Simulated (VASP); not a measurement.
# NiSb (P6_3/mmc) in VASP: further runs

The runs below take NiSb through single point, with PBE.

Program: VASP 6.6.1. These are calculated values, not measurements. Logs are shortened: lines on timing, memory, paths and dates and some standing lists are left out, and cuts for length are marked.

## Step 1: The cell of the first run

It takes space group P6_3/mmc (No. 194, hexagonal). Conventional cell: a = 3.875 Å, b = 3.875 Å, c = 5.051 Å, α = 90.00°, β = 90.00°, γ = 120.00°. Within 3.3 Å of Ni (site symmetry -3m) lie 2 Ni at 2.53 Å and 6 Sb at 2.57 Å. Within 3.4 Å of Sb (site symmetry -6m2) lie 6 Ni at 2.57 Å and 6 Sb at 3.37 Å.

## Step 2: Single point, PBE (16.42 Å³/atom)

Input file INCAR:

```
PREC = Accurate
ENCUT = 520
EDIFF = 1E-7
ISMEAR = -1
SIGMA = 0.05
LREAL = False
LASPH = True
NELM = 80
ALGO = Normal
ISIF = 2
LWAVE = False
LCHARG = False
GGA = PE
NBANDS = 23
```

Input file KPOINTS:

```
regular mesh
0
Gamma
  10 10 7
```

Input file POSCAR:

```
NiSb
1.0
    3.8749124112      0.0000000000      0.0000000000
   -1.9374562056      3.3557725856      0.0000000000
    0.0000000000      0.0000000000      5.0508023282
Ni Sb
2 2
Direct
    0.0000000000      0.0000000000      0.0000000000
    0.0000000000      0.0000000000      0.5000000000
    0.3333333333      0.6666666667      0.2500000000
    0.6666666667      0.3333333333      0.7500000000
```

Potentials or basis: VASP PAW PBE potentials, release 64 (Ni, Sb).

Started as:

```console
$ cat potpaw_PBE.64/Ni/POTCAR potpaw_PBE.64/Sb/POTCAR > POTCAR
$ mpirun -np 1 vasp_std > vasp.out
```

OUTCAR:

```text
PREC = Accurate
   ENCUT = 520
   EDIFF = 1E-7
   ISMEAR = -1
   LREAL = False
   LASPH = True
   NELM = 80
   ISIF = 2
   GGA = PE

 ion  position               nearest neighbor table
   1  0.000  0.000  0.000-   2 2.53   2 2.53   4 2.57   3 2.57   4 2.57   3 2.57   4 2.57   3 2.57

   2  0.000  0.000  0.500-   1 2.53   1 2.53   4 2.57   3 2.57   4 2.57   3 2.57   4 2.57   3 2.57

   3  0.333  0.667  0.250-   1 2.57   2 2.57   1 2.57   2 2.57   1 2.57   2 2.57   4 3.37   4 3.37
                             4 3.37   4 3.37   4 3.37   4 3.37
   4  0.667  0.333  0.750-   1 2.57   2 2.57   1 2.57   2 2.57   1 2.57   2 2.57   3 3.37   3 3.37
                             3 3.37   3 3.37   3 3.37   3 3.37

  LATTYP: Found a hexagonal cell.
 ALAT       =     3.8749124112
 C/A-ratio  =     1.3034623218

  Lattice vectors:

 A1 = (   3.8749124112,   0.0000000000,   0.0000000000)
 A2 = (  -1.9374562056,   3.3557725856,   0.0000000000)
 A3 = (   0.0000000000,   0.0000000000,   5.0508023282)

Analysis of symmetry for initial positions (statically):
=====================================================================
 Subroutine PRICEL returns:
 Original cell was already a primitive cell.

 Routine SETGRP: Setting up the symmetry group for a
 hexagonal supercell.

 Subroutine GETGRP returns: Found 24 space group operations
 (whereof 12 operations were pure point group operations)
 out of a pool of 24 trial point group operations.

The static configuration has the point symmetry D_3d.
 The point group associated with its full space group is D_6h.

Analysis of symmetry for dynamics (positions and initial velocities):
=====================================================================
 Subroutine PRICEL returns:
 Original cell was already a primitive cell.

 Routine SETGRP: Setting up the symmetry group for a
 hexagonal supercell.

 Subroutine GETGRP returns: Found 24 space group operations
 (whereof 12 operations were pure point group operations)
 out of a pool of 24 trial point group operations.

The dynamic configuration has the point symmetry D_3d.
 The point group associated with its full space group is D_6h.

 Subroutine INISYM returns: Found 24 space group operations
 (whereof 12 operations are pure point group operations),
 and found     1 'primitive' translations

----------------------------------------------------------------------------------------

                                     Primitive cell

  volume of cell :      65.6772

  direct lattice vectors                    reciprocal lattice vectors
     3.874912411  0.000000000  0.000000000     0.258070349  0.148996986  0.000000000
    -1.937456206  3.355772586  0.000000000     0.000000000  0.297993971  0.000000000
     0.000000000  0.000000000  5.050802328     0.000000000  0.000000000  0.197988346

  length of vectors
     3.874912411  3.874912411  5.050802328     0.297993971  0.297993971  0.197988346

  position of ions in fractional coordinates (direct lattice)
     0.000000000  0.000000000  0.000000000
     0.000000000  0.000000000  0.500000000
     0.333333333  0.666666667  0.250000000
     0.666666667  0.333333333  0.750000000

  ion indices of the primitive-cell ions
   primitive index   ion index
                 1           1
                 2           2
                 3           3
                 4           4

----------------------------------------------------------------------------------------

 KPOINTS: regular mesh

Automatic generation of k-mesh.
 Grid dimensions read from file:
 generate k-points for:   10   10    7

 Generating k-lattice:

  Cartesian coordinates                     Fractional coordinates (reciprocal lattice)
     0.025807035  0.014899699  0.000000000     0.100000000  0.000000000  0.000000000
     0.000000000  0.029799397  0.000000000     0.000000000  0.100000000  0.000000000
     0.000000000  0.000000000  0.028284049     0.000000000  0.000000000  0.142857143

  Length of vectors
     0.029799397  0.029799397  0.028284049

  Shift w.r.t. Gamma in fractional coordinates (k-lattice)
     0.000000000  0.000000000  0.000000000

 Subroutine IBZKPT returns following result:
 ===========================================

 Found     56 irreducible k-points:

 Following reciprocal coordinates:
            Coordinates               Weight
  0.000000  0.000000  0.000000      1.000000
  0.100000 -0.000000  0.000000      6.000000
  0.200000 -0.000000  0.000000      6.000000
  0.300000  0.000000  0.000000      6.000000
  0.400000 -0.000000  0.000000      6.000000
  0.500000 -0.000000  0.000000      3.000000
[... 16 lines left out ...]
  0.300000  0.100000  0.142857     24.000000
  0.400000  0.100000  0.142857     24.000000
 [... further k-points ...]
   k-points           NKPTS =     56   k-points in BZ     NKDIM =     56   number of bands    NBANDS=     23
   number of dos      NEDOS =    301   number of ions     NIONS =      4
   total plane-waves  NPLWV =  36000
   dimension x,y,z NGX =    30 NGY =   30 NGZ =   40
   dimension x,y,z NGXF=    60 NGYF=   60 NGZF=   80
   ions per type =               2   2
   NGX,Y,Z   is equivalent  to a cutoff of  12.87, 12.87, 13.17 a.u.
   NGXF,Y,Z  is equivalent  to a cutoff of  25.74, 25.74, 26.33 a.u.
 SYSTEM =  unknown system
   PREC   = accura    normal or accurate (medium, high low for compatibility)
   ISTART =      0    job   : 0-new  1-cont  2-samecut
   ICHARG =      2    charge: 1-file 2-atom 10-const
   ISPIN  =      1    spin polarized calculation?
   LNONCOLLINEAR =      F non collinear calculations
   LSORBIT =      F    spin-orbit coupling
   LASPH  =      T    aspherical Exc in radial PAW
   ENCUT  =  520.0 eV  38.22 Ry    6.18 a.u.   7.20  7.20  9.39*2*pi/ulx,y,z
   NELM   =     80;   NELMIN=  2; NELMDL= -5     # of ELM steps
   EDIFF  = 0.1E-06   stopping-criterion for ELM
   LREAL  =      F    real-space projection
   EDIFFG = 0.1E-05   stopping-criterion for IOM
   NSW    =      0    number of steps for IOM
   IBRION =     -1    ionic relax: 0-MD 1-quasi-New 2-CG
   NFREE  =      0    steps in history (QN), initial steepest desc. (CG)
   ISIF   =      2    stress and relaxation
   ISYM   =      2    0-nonsym 1-usesym 2-fastsym
   POTIM  = 0.5000    time-step for ionic-motion
   TEBEG  =    0.0;   TEEND  =   0.0 temperature during run
   PSTRESS=    0.0 pullay stress
   NELECT =      30.0000    total number of electrons
   NUPDOWN=      -1.0000    fix difference up-down
   EMIN   =  10.00;   EMAX   =-10.00  energy-range for DOS
   EFERMI =   0.00;   METHOD = LEGACY
   ISMEAR =    -1;   SIGMA  =   0.05  broadening in eV -4-tet -1-fermi 0-gaus
   EFERMI_NEDOS =   21; number of points for ismear=-14 and -15
   IALGO  =     38    algorithm
   IMIX   =      4    mixing-type and parameters
     AMIX     =   0.40;   BMIX     =  1.00
     AMIX_MAG =   1.60;   BMIX_MAG =  1.00
  volume/ion in A,a.u.               =      16.42       110.80
  Fermi-wavevector in a.u.,A,eV,Ry     =   1.260793  2.382553 21.627794  1.589598
  Thomas-Fermi vector in A             =   2.394284
   LORBIT       =      0    0 simple, 1 ext, 2 COOP (PROOUT), +10 PAW based schemes
   GGA     = PE    functional components
   LHFCALC =     F    Hartree Fock is set to
   AEXX    =    0.0000 exact exchange contribution
   IVDW    =     0    specifies the selected vdW correction
   LEPSILON=     F    determine dielectric tensor
   LRPA    =     F    only Hartree local field effects (RPA)
 non-spin polarized calculation
  energy-cutoff  :      520.00
  volume of cell :       65.68
 maximum number of plane-waves:      1793
 NGX is ok and might be reduce to    30
   NGX = 15   NGY = 15   NGZ = 19

 number of electron      30.0000007 magnetization

 Free energy of the ion-electron system (eV)
  ---------------------------------------------------
  ext. energy  EPLUGINS =         0.00000000
  ---------------------------------------------------
  free energy    TOTEN  =       -20.18067295 eV

  energy without entropy =      -20.16318646  energy(sigma->0) =      -20.17192971

 E-fermi :  10.6892     XC(G=0): -11.7367

 val. band max:       10.6852238006   @ k =   0.1000  -0.0000   0.4286
 cond. band min:      10.7019448558   @ k =   0.4000   0.1000   0.0000
 fundamental gap:      0.0167210552
 Fermi energy:        10.6892343486

 k-point     1 :       0.0000    0.0000    0.0000
  band No.  band energies     occupation
      1      -2.6611      2.00000
      2       2.1836      2.00000
      3       4.1482      2.00000
      4       6.5317      2.00000
      5       6.5317      2.00000
      6       7.3104      2.00000
[... 15 lines left out ...]
     22      17.2030      0.00000
     23      18.7235      0.00000

 k-point     2 :       0.1000   -0.0000    0.0000
  band No.  band energies     occupation
      1      -2.5298      2.00000
      2       2.1741      2.00000
      3       4.2951      2.00000
      4       6.5013      2.00000
      5       6.5610      2.00000
      6       7.2650      2.00000
[... 15 lines left out ...]
     22      17.4483      0.00000
     23      17.8883      0.00000

 k-point     3 :       0.2000   -0.0000    0.0000
  band No.  band energies     occupation
      1      -2.1408      2.00000
      2       2.1096      2.00000
      3       4.7275      2.00000
      4       6.2761      2.00000
      5       6.6446      2.00000
      6       7.0663      2.00000
[... 15 lines left out ...]
     22      17.3574      0.00000
     23      17.9404      0.00000
[... 495 lines left out ...]
 k-point    23 :       0.3000    0.1000    0.1429
  band No.  band energies     occupation
      1      -0.9285      2.00000
      2       1.5056      2.00000
      3       4.7797      2.00000
      4       5.8668      2.00000
      5       6.6669      2.00000
      6       7.0169      2.00000
[... 15 lines left out ...]
     22      18.6355      0.00000
     23      19.2690      0.00000

 k-point    24 :       0.4000    0.1000    0.1429
  band No.  band energies     occupation
      1      -0.1122      2.00000
      2       0.9972      2.00000
      3       4.3542      2.00000
      4       6.0333      2.00000
      5       6.5850      2.00000
      6       6.9929      2.00000
[... 15 lines left out ...]
     22      19.4512      0.00000
     23      20.5434      0.00000

 [... further k-points ...]

------------------------ aborting loop because EDIFF is reached ----------------------------------------

  FORCE on cell =-STRESS in cart. coord.  units (eV):
  Direction    XX          YY          ZZ          XY          YZ          ZX
  --------------------------------------------------------------------------------------
  -------------------------------------------------------------------------------------
  Total        3.9612160      3.9612160      3.7738695      0.0000000      0.0000000      0.0000000
  in kB       96.6327454     96.6327455     92.0624820      0.0000000      0.0000000      0.0000000
  external PRESSURE =      95.1093243 kB  Pullay stress =       0.0000000 kB

 VOLUME and BASIS-vectors are now :
 -----------------------------------------------------------------------------
  energy-cutoff  :      520.00
  volume of cell :       65.68
      direct lattice vectors                 reciprocal lattice vectors
     3.874912411  0.000000000  0.000000000     0.258070349  0.148996986  0.000000000
    -1.937456206  3.355772586  0.000000000     0.000000000  0.297993971  0.000000000
     0.000000000  0.000000000  5.050802328     0.000000000  0.000000000  0.197988346

 POSITION                                       TOTAL-FORCE (eV/Angst)
 -----------------------------------------------------------------------------------
      0.00000      0.00000      0.00000         0.000000      0.000000      0.000000
      0.00000      0.00000      2.52540         0.000000      0.000000      0.000000
     -0.00000      2.23718      1.26270        -0.000000     -0.000000     -0.000000
      1.93746      1.11859      3.78810         0.000000      0.000000     -0.000000
 -----------------------------------------------------------------------------------
    total drift:                                0.000000     -0.000000     -0.000000

  FREE ENERGIE OF THE ION-ELECTRON SYSTEM (eV)
  ---------------------------------------------------
  free  energy   TOTEN  =       -20.1806729472 eV

  energy  without entropy=      -20.1631864641  energy(sigma->0) =      -20.17192971
```

Wall time 2.5 min (1 thread of AMD EPYC 7R13, shared host); peak memory 0.2 GiB.

What came out:

```
Free energy            : -20.1807 eV
Pressure               : 9.5 GPa
Band gap on the k mesh : zero (bands 15 and 16 overlap by 3.15 eV)
```

Stress tensor (GPa, compression positive):
```
9.66 0.00 0.00
0.00 9.66 0.00
0.00 0.00 9.21
```

Caveat: the cell stands under pressure; spin-orbit coupling is left out, which moves the levels of the heavy elements. Spin polarisation is off, so any magnetic state and its effect on volume and gap are missing.

## Step 3: Single point, PBE

This run uses another cell than the first one, of 17.10 Å³/atom.

Input file INCAR:

```
  ALGO = Normal
  EDIFF = 1E-7
  ENCUT = 520
  GGA = PE
  ISIF = 2
  ISMEAR = -1
  LASPH = True
  LCHARG = False
  LREAL = False
  LWAVE = False
  NBANDS = 23
  NELM = 80
  PREC = Accurate
  SIGMA = 0.05
```

Input file KPOINTS:

```
k-points
0
Gamma
  10 10 7
```

Input file POSCAR:

```
NiSb
1.0
    3.9280000000      0.0000000000      0.0000000000
   -1.9640000000      3.4017477861      0.0000000000
    0.0000000000      0.0000000000      5.1200000000
Ni Sb
2 2
Direct
    0.0000000000      0.0000000000      0.0000000000
    0.0000000000      0.0000000000      0.5000000000
    0.3333333333      0.6666666667      0.2500000000
    0.6666666667      0.3333333333      0.7500000000
```

Potentials or basis: VASP PAW PBE potentials, release 64 (Ni, Sb).

Started as:

```console
$ cat potpaw_PBE.64/Ni/POTCAR potpaw_PBE.64/Sb/POTCAR > POTCAR
$ mpirun -np 1 vasp_std > vasp.out
```

Wall time 2.9 min (1 thread of AMD EPYC 7R13, shared host); peak memory 0.2 GiB.

It converged, with:

```yaml
Free_energy: -20.2918 eV
Pressure: 3.7 GPa
Band_gap_on_the_k_mesh: zero (bands 15 and 16 overlap by 3.00 eV)
```

Stress tensor (GPa, compression positive):
```
3.81 0.00 0.00
0.00 3.81 0.00
0.00 0.00 3.53
```

Levels at points of the mesh, in eV from the Fermi level:
| k point | band 12 | band 13 | band 14 | band 15 | band 16 | band 17 | band 18 | band 19 |
| --- | --- | --- | --- | --- | --- | --- | --- | --- |
| (0.00, 0.00, 0.00) | -1.32 | -0.02 | 0.62 | 0.62 | 2.51 | 2.51 | 3.17 | 4.08 |
| (0.50, 0.00, 0.00) | -1.85 | -1.58 | -1.39 | -1.31 | -0.33 | 1.16 | 3.46 | 4.02 |

Caveat: the cell stands under pressure; spin-orbit coupling is left out, which moves the levels of the heavy elements. Spin polarisation is off, so any magnetic state and its effect on volume and gap are missing.

## Step 4: Single point, PBE (17.79 Å³/atom)

This run uses another cell than the first one, of 17.79 Å³/atom.

Input file INCAR:

```
SYSTEM = NiSb
PREC = Accurate
ENCUT = 520
EDIFF = 1E-6
ISMEAR = -1
SIGMA = 0.05
LREAL = .False.
LASPH = .True.
NELM = 60
ALGO = Normal
ISIF = 2
LWAVE = .False.
LCHARG = .False.
GGA = PE
NBANDS = 23
```

Input file KPOINTS:

```
Automatic mesh
0
Gamma
  10 10 7
  0 0 0
```

Input file POSCAR:

```
NiSb
1.0
    3.9796901382      0.0000000000      0.0000000000
   -1.9898450691      3.4465127589      0.0000000000
    0.0000000000      0.0000000000      5.1873761476
Ni Sb
2 2
Direct
    0.0000000000      0.0000000000      0.0000000000
    0.0000000000      0.0000000000      0.5000000000
    0.3333333333      0.6666666667      0.2500000000
    0.6666666667      0.3333333333      0.7500000000
```

Started as:

```console
$ cat potpaw_PBE.64/Ni/POTCAR potpaw_PBE.64/Sb/POTCAR > POTCAR
$ mpirun -np 1 vasp_std > vasp.out
```

Wall time 2.4 min (1 thread of AMD EPYC 7R13, shared host); peak memory 0.2 GiB.

Results (log left out):

```yaml
Free_energy: -20.3144 eV
Pressure: -0.9 GPa
Band_gap_on_the_k_mesh: zero (bands 15 and 16 overlap by 2.85 eV)
```

Stress tensor (GPa, compression positive):
```
-0.84  0.00  0.00
 0.00 -0.84  0.00
 0.00  0.00 -1.04
```

Levels at points of the mesh, in eV from the Fermi level:
| k point | band 11 | band 12 | band 13 | band 14 | band 15 | band 16 | band 17 | band 18 | band 19 | band 20 |
| --- | --- | --- | --- | --- | --- | --- | --- | --- | --- | --- |
| (0.00, 0.00, 0.00) | -1.23 | -1.23 | 0.00 | 0.61 | 0.61 | 2.42 | 2.42 | 3.14 | 3.90 | 5.05 |
| (0.50, 0.00, 0.00) | -1.94 | -1.72 | -1.47 | -1.29 | -1.22 | -0.37 | 1.13 | 3.45 | 3.85 | 5.34 |

Caveat: spin-orbit coupling is left out, which moves the levels of the heavy elements. Spin polarisation is off, so any magnetic state and its effect on volume and gap are missing.

(Continued in part 2 of 2.)

The gap in the log of VASP goes by the Fermi energy; the results here count the filled bands.